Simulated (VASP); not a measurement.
# ZnCd3Si4P8 (P1) in VASP: notebook

ZnCd3Si4P8 is run at these levels: PBEsol, PBEsol+D4; tasks: single point.

All numbers are computed with VASP 6.6.1; they aren't measurements. Logs are shortened: lines on timing, memory, paths and dates and some standing lists are left out, and cuts for length are marked.

**1. The cell of the first run**

The typed cell holds 32 atoms: a = 11.143 Å, b = 5.572 Å, c = 10.487 Å, α = 90.00°, β = 90.00°, γ = 90.00°.

**2. Single point, PBEsol**

Input file INCAR:

```
ALGO = Normal ; EDIFF = 1E-6
ENCUT = 500 ; GGA = PS
GGA_COMPAT = F ; ISIF = 2
ISMEAR = -1 ; ISYM = -1
LASPH = T ; LCHARG = F
LREAL = Auto ; LWAVE = F
NBANDS = 126 ; NELECT = 206.0
NELM = 120 ; PREC = Accurate
SIGMA = 0.05
```

Input file KPOINTS:

```
explicit points
1
Reciprocal
  0.25000000   0.25000000   0.25000000 1
```

Input file POSCAR:

```
ZnCd3Si4P8
1.0
   11.1432480000     -0.0000590000     -0.0000240000
   -0.0000300000      5.5716240000     -0.0000120000
   -0.0000220000     -0.0000220000     10.4867670000
Cd Zn Si P
6 2 8 16
Direct
    0.9968300000      0.9906180000      0.9994470000
    0.9987700000      0.5021820000      0.2491920000
    0.5030030000      0.4993620000      0.2514020000
    0.2523840000      0.9984920000      0.7501020000
    0.2477820000      0.4971790000      0.4976740000
    0.7510920000      0.4975630000      0.5013200000
    0.4998640000      0.0000620000      0.0013580000
    0.7505520000      0.0009560000      0.7509100000
    0.0024690000      0.0046530000      0.5009600000
    0.4971210000      0.0069280000      0.5003880000
    0.2498380000      0.0009950000      0.2499980000
    0.7517610000      0.0067900000      0.2504930000
    0.2463770000      0.4982650000      0.9986000000
    0.7514910000      0.4927460000      0.0043680000
    0.9995030000      0.5088620000      0.7515020000
    0.4983230000      0.5015410000      0.7502000000
    0.1396370000      0.2470110000      0.1244100000
    0.6437810000      0.2495630000      0.1228060000
    0.1072560000      0.2522060000      0.6234190000
    0.6041090000      0.2487900000      0.6263980000
    0.3577160000      0.7533580000      0.1237720000
    0.8552150000      0.7479530000      0.1272680000
    0.3763910000      0.2111450000      0.3731740000
    0.8740230000      0.2087260000      0.3726780000
    0.1252040000      0.7910910000      0.3755410000
    0.6245010000      0.7875640000      0.3775030000
    0.1262130000      0.7143070000      0.8741900000
    0.6234060000      0.7212790000      0.8739260000
    0.3901190000      0.7434800000      0.6264830000
    0.8931560000      0.7484900000      0.6233220000
    0.3773330000      0.2876970000      0.8743120000
    0.8770490000      0.2830270000      0.8756890000
```

Potentials or basis: VASP PAW PBE potentials, release 64 (Cd, Zn, Si, P).

On the command line:

```console
> cat potpaw_PBE.64/Cd/POTCAR potpaw_PBE.64/Zn/POTCAR potpaw_PBE.64/Si/POTCAR potpaw_PBE.64/P/POTCAR > POTCAR
> mpirun -np 1 vasp_std > vasp.out
```

OUTCAR:

```text
EDIFF = 1E-6
   ENCUT = 500
   GGA = PS
   ISIF = 2
   ISMEAR = -1
   ISYM = -1
   LASPH = T
   LREAL = Auto
   NELECT = 206.0
   NELM = 120
   PREC = Accurate

 ion  position               nearest neighbor table
   1  0.997  0.991  0.999-  22 2.47  32 2.47  27 2.48  17 2.51   2 3.78
   2  0.999  0.502  0.249-  22 2.46  17 2.49  24 2.51  25 2.52   1 3.78
   3  0.503  0.499  0.251-  26 2.48  23 2.49  18 2.49  21 2.53
   4  0.252  0.998  0.750-  29 2.46  27 2.49  31 2.50  19 2.53
   5  0.248  0.497  0.498-  19 2.46  25 2.49  29 2.49  23 2.51
   6  0.751  0.498  0.501-  30 2.47  24 2.51  26 2.51  20 2.51
   7  0.500  0.000  0.001-  21 2.46  28 2.47  18 2.48  31 2.49
   8  0.751  0.001  0.751-  28 2.47  32 2.48  20 2.50  30 2.51
[... 22 lines left out ...]
  31  0.377  0.288  0.874-  16 2.22  13 2.28   7 2.49   4 2.50
  32  0.877  0.283  0.876-  15 2.27  14 2.27   1 2.47   8 2.48

IMPORTANT INFORMATION: All symmetrisations will be switched off!
NOSYMM: (Re-)initialisation of all symmetry stuff for point group C_1.

----------------------------------------------------------------------------------------

                                     Primitive cell

  volume of cell :     651.0813

  direct lattice vectors                    reciprocal lattice vectors
    11.143248000 -0.000059000 -0.000024000     0.089740442  0.000000483  0.000000188
    -0.000030000  5.571624000 -0.000012000     0.000000950  0.179480884  0.000000377
    -0.000022000 -0.000022000 10.486767000     0.000000205  0.000000205  0.095358274

  length of vectors
    11.143248000  5.571624000 10.486767000     0.089740442  0.179480884  0.095358274

  position of ions in fractional coordinates (direct lattice)
     0.996830000  0.990618000  0.999447000
     0.998770000  0.502182000  0.249192000
     0.503003000  0.499362000  0.251402000
     0.252384000  0.998492000  0.750102000
     0.247782000  0.497179000  0.497674000
     0.751092000  0.497563000  0.501320000
[... 24 lines left out ...]
     0.377333000  0.287697000  0.874312000
     0.877049000  0.283027000  0.875689000

  ion indices of the primitive-cell ions
   primitive index   ion index
                 1           1
                 2           2
                 3           3
                 4           4
                 5           5
                 6           6
[... 24 lines left out ...]
                31          31
                32          32

----------------------------------------------------------------------------------------

 KPOINTS: explicit points

Read explicit list of k-points.

 Found      1 k-points:

 Following reciprocal coordinates:
            Coordinates               Weight
  0.250000  0.250000  0.250000      1.000000
   k-points           NKPTS =      1   k-points in BZ     NKDIM =      1   number of bands    NBANDS=    126
   number of dos      NEDOS =    301   number of ions     NIONS =     32
   total plane-waves  NPLWV = 282240
   dimension x,y,z NGX =    84 NGY =   42 NGZ =   80
   dimension x,y,z NGXF=   168 NGYF=   84 NGZF=  160
   ions per type =               6   2   8  16
   NGX,Y,Z   is equivalent  to a cutoff of  12.53, 12.53, 12.68 a.u.
   NGXF,Y,Z  is equivalent  to a cutoff of  25.06, 25.06, 25.36 a.u.
 SYSTEM =  unknown system
   PREC   = accura    normal or accurate (medium, high low for compatibility)
   ISTART =      0    job   : 0-new  1-cont  2-samecut
   ICHARG =      2    charge: 1-file 2-atom 10-const
   ISPIN  =      1    spin polarized calculation?
   LNONCOLLINEAR =      F non collinear calculations
   LSORBIT =      F    spin-orbit coupling
   LASPH  =      T    aspherical Exc in radial PAW
   ENCUT  =  500.0 eV  36.75 Ry    6.06 a.u.  20.32 10.16 19.12*2*pi/ulx,y,z
   NELM   =    120;   NELMIN=  2; NELMDL= -5     # of ELM steps
   EDIFF  = 0.1E-05   stopping-criterion for ELM
   LREAL  =      T    real-space projection
   EDIFFG = 0.1E-04   stopping-criterion for IOM
   NSW    =      0    number of steps for IOM
   IBRION =     -1    ionic relax: 0-MD 1-quasi-New 2-CG
   NFREE  =      0    steps in history (QN), initial steepest desc. (CG)
   ISIF   =      2    stress and relaxation
   ISYM   =     -1    0-nonsym 1-usesym 2-fastsym
   POTIM  = 0.5000    time-step for ionic-motion
   TEBEG  =    0.0;   TEEND  =   0.0 temperature during run
   PSTRESS=    0.0 pullay stress
   NELECT =     206.0000    total number of electrons
   NUPDOWN=      -1.0000    fix difference up-down
   EMIN   =  10.00;   EMAX   =-10.00  energy-range for DOS
   EFERMI =   0.00;   METHOD = LEGACY
   ISMEAR =    -1;   SIGMA  =   0.05  broadening in eV -4-tet -1-fermi 0-gaus
   EFERMI_NEDOS =   21; number of points for ismear=-14 and -15
   IALGO  =     38    algorithm
   IMIX   =      4    mixing-type and parameters
     AMIX     =   0.40;   BMIX     =  1.00
     AMIX_MAG =   1.60;   BMIX_MAG =  1.00
  volume/ion in A,a.u.               =      20.35       137.30
  Fermi-wavevector in a.u.,A,eV,Ry     =   1.115541  2.108067 16.931519  1.244432
  Thomas-Fermi vector in A             =   2.252147
   LORBIT       =      0    0 simple, 1 ext, 2 COOP (PROOUT), +10 PAW based schemes
   GGA     = PS    functional components
   LHFCALC =     F    Hartree Fock is set to
   AEXX    =    0.0000 exact exchange contribution
   IVDW    =     0    specifies the selected vdW correction
   LEPSILON=     F    determine dielectric tensor
   LRPA    =     F    only Hartree local field effects (RPA)
 non-spin polarized calculation
  energy-cutoff  :      500.00
  volume of cell :      651.08
 maximum number of plane-waves:     16514
 NGX is ok and might be reduce to    84
   NGX = 41   NGY = 21   NGZ = 39

 number of electron     206.0000047 magnetization

 Free energy of the ion-electron system (eV)
  ---------------------------------------------------
  ext. energy  EPLUGINS =         0.00000000
  ---------------------------------------------------
  free energy    TOTEN  =      -162.97176317 eV

  energy without entropy =     -162.76881039  energy(sigma->0) =     -162.87028678

 E-fermi :   3.8280     XC(G=0):  -9.8479

 val. band max:        3.8193501208   @ k =   0.2500   0.2500   0.2500
 cond. band min:       6.0961768167   @ k =   0.2500   0.2500   0.2500
 fundamental gap:      2.2768266960
 Fermi energy:         3.8279682584

 k-point     1 :       0.2500    0.2500    0.2500
  band No.  band energies     occupation
      1      -8.3810      2.00000
      2      -8.0823      2.00000
      3      -7.9711      2.00000
      4      -7.7923      2.00000
      5      -7.3294      2.00000
      6      -7.2515      2.00000
[... 107 lines left out ...]
    114       6.9567      0.00000
    115       7.0400      0.00000
 [bands above 115 left out]

------------------------ aborting loop because EDIFF is reached ----------------------------------------

  FORCE on cell =-STRESS in cart. coord.  units (eV):
  Direction    XX          YY          ZZ          XY          YZ          ZX
  --------------------------------------------------------------------------------------
  -------------------------------------------------------------------------------------
  Total      -14.2915801    -14.5167195    -16.7275621      0.3385275     -0.2842919      1.0083412
  in kB      -35.1686432    -35.7226652    -41.1630947      0.8330466     -0.6995839      2.4813206
  external PRESSURE =     -37.3514677 kB  Pullay stress =       0.0000000 kB

 VOLUME and BASIS-vectors are now :
 -----------------------------------------------------------------------------
  energy-cutoff  :      500.00
  volume of cell :      651.08
      direct lattice vectors                 reciprocal lattice vectors
    11.143248000 -0.000059000 -0.000024000     0.089740442  0.000000483  0.000000188
    -0.000030000  5.571624000 -0.000012000     0.000000950  0.179480884  0.000000377
    -0.000022000 -0.000022000 10.486767000     0.000000205  0.000000205  0.095358274

 POSITION                                       TOTAL-FORCE (eV/Angst)
 -----------------------------------------------------------------------------------
     11.10787      5.51927     10.48093         0.160918      0.109951      0.040773
     11.12952      2.79790      2.61319         0.148878      0.069000      0.205134
      5.60507      2.78222      2.63638        -0.163598      0.224102     -0.168948
      2.81233      5.56319      7.86613        -0.127295      0.321761      0.043330
      2.76107      2.77007      5.21898         0.224964      0.106006     -0.085376
      8.36958      2.77218      5.25720        -0.091885     -0.058325     -0.052964
[... 24 lines left out ...]
      4.20469      1.60290      9.16869         0.116062     -0.547465      0.864707
      9.77315      1.57685      9.18312        -0.742859     -0.088036     -0.545211
 -----------------------------------------------------------------------------------
    total drift:                                0.018984     -0.012206     -0.011989

  FREE ENERGIE OF THE ION-ELECTRON SYSTEM (eV)
  ---------------------------------------------------
  free  energy   TOTEN  =      -162.9717631666 eV

  energy  without entropy=     -162.7688103891  energy(sigma->0) =     -162.87028678
```

Wall time 89 s (1 thread of Intel Xeon 6975P-C (Granite Rapids), shared host); peak memory 0.6 GiB.

Results:

- Free energy: -162.9718 eV
- Largest force: 1.196 eV/Å

Forces on the atoms (eV/Å):
```
Cd   0.161  0.110  0.041
Cd   0.149  0.069  0.205
Cd  -0.164  0.224 -0.169
Cd  -0.127  0.322  0.043
Cd   0.225  0.106 -0.085
Cd  -0.092 -0.058 -0.053
Zn  -0.014  0.033 -0.120
Zn  -0.010 -0.003 -0.017
Si  -0.364 -0.228 -0.043
Si   0.215 -0.739  0.312
Si   0.004  0.022 -0.143
Si  -0.673 -0.631 -0.117
Si   0.644  0.031  0.329
Si  -0.104  0.767 -0.911
Si   0.000 -0.446 -0.133
Si   0.405  0.265  0.156
P    0.435 -0.068 -0.031
P   -0.658 -0.944 -0.136
P   -0.354  0.051  0.467
P    0.563 -0.523  0.456
P    0.191  0.113 -0.545
P   -0.370 -0.047 -0.073
P   -0.312  0.064 -0.165
P    0.397  0.168  0.476
P   -0.042  0.064 -0.125
P    0.077  0.538 -0.054
P   -0.117 -0.158 -0.073
P    0.390  0.433  0.270
P    0.491  0.270 -0.562
P   -0.322  0.829  0.484
P    0.116 -0.547  0.865
P   -0.743 -0.088 -0.545
```

Caveat: the cell carries a net charge on a neutralising background, which shifts energy and pressure; the cell is charged against a uniform background, so pressure and absolute levels hang on convention; the PAW data sets were made with another functional, which shifts forces and pressure a little.

**3. Single point, PBEsol+D4**

Input file INCAR:

```
SYSTEM = ZnCd3Si4P8
ALGO     = Normal         ! electronic algorithm
EDIFF    = 1E-6           ! SCF threshold, eV
ENCUT    = 500            ! plane-wave cutoff, eV
GGA      = PS             ! functional
GGA_COMPAT= .FALSE.      
ISIF     = 2              ! what is computed and relaxed
ISMEAR   = -1             ! smearing method
ISYM     = -1           
IVDW     = 13             ! dispersion correction
LASPH    = .TRUE.         ! aspherical terms in the spheres
LCHARG   = .FALSE.        ! write CHGCAR
LREAL    = Auto         
LWAVE    = .FALSE.        ! write WAVECAR
NBANDS   = 126            ! bands
NELM     = 120            ! most SCF steps
PREC     = Accurate       ! precision mode
SIGMA    = 0.05           ! smearing width, eV
```

KPOINTS is that of step 2.

POSCAR is that of step 2.

Potentials or basis: VASP PAW PBE potentials, release 64 (Cd, Zn, Si, P).

On the command line:

```console
> cat potpaw_PBE.64/Cd/POTCAR potpaw_PBE.64/Zn/POTCAR potpaw_PBE.64/Si/POTCAR potpaw_PBE.64/P/POTCAR > POTCAR
> mpirun -np 1 vasp_std > vasp.out
```

It took 96 s on 1 thread of Intel Xeon 6975P-C (Granite Rapids), shared host; peak memory 0.6 GiB.

It converged, with:

```yaml
Free_energy: -161.8520 eV
Pressure: -0.8 GPa
Largest_force: 1.216 eV/Å
Band_gap_on_the_k_mesh: 2.21 eV
Dispersion_energy_per_atom: -0.209 eV
```

Forces in eV/Å, atoms in the order of the input:
```
Cd   0.152  0.069  0.042
Cd   0.164  0.002  0.196
Cd  -0.122  0.192 -0.163
Cd  -0.079  0.270  0.004
Cd   0.228  0.070 -0.097
Cd  -0.184 -0.086 -0.052
Zn   0.001  0.013 -0.146
Zn  -0.035 -0.027 -0.042
Si  -0.389 -0.181 -0.086
Si   0.181 -0.813  0.303
Si  -0.001  0.062 -0.202
Si  -0.760 -0.668 -0.093
Si   0.634 -0.014  0.278
Si  -0.149  0.774 -0.926
Si   0.026 -0.526 -0.211
Si   0.333  0.247  0.071
P    0.565  0.001  0.007
P   -0.545 -0.905 -0.099
P   -0.492  0.085  0.510
P    0.533 -0.455  0.460
P    0.032  0.114 -0.545
P   -0.430 -0.034 -0.091
P   -0.331  0.020 -0.106
P    0.492  0.129  0.489
P   -0.030  0.124 -0.114
P    0.167  0.646 -0.082
P   -0.143 -0.209 -0.027
P    0.399  0.358  0.342
P    0.584  0.310 -0.532
P   -0.194  0.847  0.581
P    0.102 -0.400  0.905
P   -0.709 -0.016 -0.571
```

Stress tensor (GPa, compression positive):
```
-0.86  0.20 -0.36
 0.20 -0.85 -0.07
-0.36 -0.07 -0.80
```

Levels at points of the mesh, in eV from the valence-band top:
```tsv
k point	band 101	band 102	band 103	band 104	band 105	band 106	band 107	band 108
(0.25, 0.25, 0.25)	-0.16	-0.09	-0.03	0.00	2.21	2.45	2.47	2.58
```

Caveat: the PAW data sets were made with another functional, which shifts forces and pressure a little; a shifted mesh leaves out Γ, where band edges can lie.

**4. Single point, PBEsol, collinear spin**

Input file INCAR:

```
SYSTEM = ZnCd3Si4P8
PREC = Accurate
ENCUT = 500
EDIFF = 1E-6
ISMEAR = -1
SIGMA = 0.05
LREAL = Auto
LASPH = .TRUE.
NELM = 200
ALGO = Normal
ISIF = 2
LWAVE = .FALSE.
LCHARG = .TRUE.
ISPIN = 2
MAGMOM = 0.25 0.25 0.25 0.25 0.25 0.25 0.25 0.25 0.25 0.25 0.25 0.25 0.25 0.25 0.25 0.25 0.25 0.25 0.25 0.25 0.25 0.25 0.25 0.25 0.25 0.25 0.25 0.25 0.25 0.25 0.25 0.25
LORBIT = 11
GGA = PS
LELF = .TRUE.
LVHAR = .TRUE.
ISYM = -1
NBANDS = 130
GGA_COMPAT = .FALSE.
```

KPOINTS is that of step 3.

POSCAR is that of step 3.

On the command line:

```console
> cat potpaw_PBE.64/Cd/POTCAR potpaw_PBE.64/Zn/POTCAR potpaw_PBE.64/Si/POTCAR potpaw_PBE.64/P/POTCAR > POTCAR
> mpirun -np 1 vasp_std > vasp.out
```

Wall time 3.2 min (1 thread of Intel Xeon 6975P-C (Granite Rapids), shared host); peak memory 0.86 GiB.

It converged, with:

```yaml
Free_energy: -155.1659 eV
Pressure: 0.7 GPa
Largest_force: 1.217 eV/Å
Band_gap_on_the_k_mesh: 2.21 eV
Net_moment: 0.00 μB per cell
Valence_electrons_inside_the_program's_atomic_spheres: Cd 10.45, 10.44, 10.43 (each value once); Zn 10.74, 10.72; Si 1.61, 1.60, 1.62 (each value once); P 2.54, 2.55, 2.53, 2.52, 2.56, 2.50 (each value once)
```

Forces on the atoms (eV/Å):
```
Cd   0.151  0.069  0.042
Cd   0.163  0.002  0.195
Cd  -0.121  0.192 -0.164
Cd  -0.078  0.270  0.005
Cd   0.229  0.070 -0.096
Cd  -0.185 -0.086 -0.052
Zn   0.002  0.013 -0.147
Zn  -0.036 -0.027 -0.042
Si  -0.390 -0.181 -0.086
Si   0.181 -0.813  0.303
Si   0.000  0.062 -0.202
Si  -0.761 -0.668 -0.093
Si   0.635 -0.014  0.277
Si  -0.150  0.774 -0.927
Si   0.026 -0.526 -0.211
Si   0.333  0.247  0.071
P    0.571  0.000  0.006
P   -0.538 -0.905 -0.099
P   -0.498  0.086  0.512
P    0.526 -0.455  0.460
P    0.027  0.114 -0.546
P   -0.437 -0.034 -0.092
P   -0.330  0.014 -0.106
P    0.491  0.123  0.488
P   -0.030  0.131 -0.114
P    0.167  0.652 -0.082
P   -0.143 -0.216 -0.027
P    0.399  0.351  0.342
P    0.591  0.309 -0.531
P   -0.188  0.848  0.581
P    0.104 -0.393  0.904
P   -0.710 -0.009 -0.571
```

Stress tensor (GPa, compression positive):
```
 0.67  0.20 -0.36
 0.20  0.68 -0.07
-0.36 -0.07  0.71
```

Levels at points of the mesh, in eV from the valence-band top:
Spin up:
```csv
k point,band 101,band 102,band 103,band 104,band 105,band 106,band 107,band 108
"(0.25, 0.25, 0.25)",-0.16,-0.09,-0.03,0.00,2.21,2.45,2.47,2.58
```
Spin down:
| k point | band 100 | band 101 | band 102 | band 103 | band 104 | band 105 | band 106 | band 107 | band 108 | band 109 |
| --- | --- | --- | --- | --- | --- | --- | --- | --- | --- | --- |
| (0.25, 0.25, 0.25) | -0.23 | -0.16 | -0.09 | -0.03 | 0.00 | 2.21 | 2.45 | 2.47 | 2.58 | 2.69 |

Caveat: the PAW data sets were made with another functional, which shifts forces and pressure a little; a shifted mesh leaves out Γ, where band edges can lie. A k mesh can miss the band edges.
